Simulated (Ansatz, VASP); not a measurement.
**Ge: VASP beside Ansatz**

Contents of INCAR:

```
SYSTEM = Ge
PREC = Accurate
ENCUT = 500
EDIFF = 1E-6
ISMEAR = -1
SIGMA = 0.15
LREAL = .FALSE.
LASPH = .TRUE.
NELM = 200
ALGO = Normal
ISIF = 2
LWAVE = .FALSE.
LCHARG = .TRUE.
MAGMOM = 0 0 0
LORBIT = 11
LSORBIT = .TRUE.
GGA_COMPAT = .FALSE.
LORBMOM = .TRUE.
GGA = PE
LVHAR = .TRUE.
NBANDS = 25
```

KPOINTS

```
regular mesh
0
G
  4 4 4
  0 0 0
```

The input POSCAR:

```
Ge
1.0
    0.0000000000      2.1256371500      2.1256371500
    2.1256371500      0.0000000000      2.1256371500
    2.1256371500      2.1256371500      0.0000000000
Ge
1
Direct
    0.0000000000      0.0000000000      0.0000000000
```

Input for Ansatz:

```yaml
crystal:
  lattice:
    - [0.0, 2.12563715, 2.12563715]
    - [2.12563715, 0.0, 2.12563715]
    - [2.12563715, 2.12563715, 0.0]
  atoms:
    - { symbol: Ge, position: [0, 0, 0] }
kpoints:
  mp_grid: { grid: [4, 4, 4] }
hamiltonian:
  xc: pbe
  pseudopotentials: { kind: paw_fr, source: ansatz }
scf:
  occupations: { method: fermi_dirac, width: 0.15 }
  convergence: { dr2_threshold: "1e-9 eV" }
  max_iter: 300
output:
  forces: true
  stress: true
magnetization:
  noncollinear: true
  spin_orbit: true
```

Alike in both runs: task single point; functional PBE; k mesh 4 × 4 × 4; occupations fermi-dirac, width 0.15 eV; non-collinear spin, spin-orbit coupling.

|  | VASP | Ansatz |
| --- | --- | --- |
| version | VASP 6.6.1 | Ansatz 0.2.0 development build |
| potentials or method | VASP PAW PBE potentials, release 64 (Ge_d) | plane waves, PAW datasets (hand-made set) |
| plane-wave cutoff (eV) | 500 | 820 |
| valence electrons in the cell | 14 | 14 |

```tsv
	VASP	Ansatz	Ansatz less VASP
net moment per atom (μB)	0.00	0.00	0.000
```

Ansatz's warnings: stress scf threshold loose.

The k mesh is coarse, so the values compare programs but aren't converged.
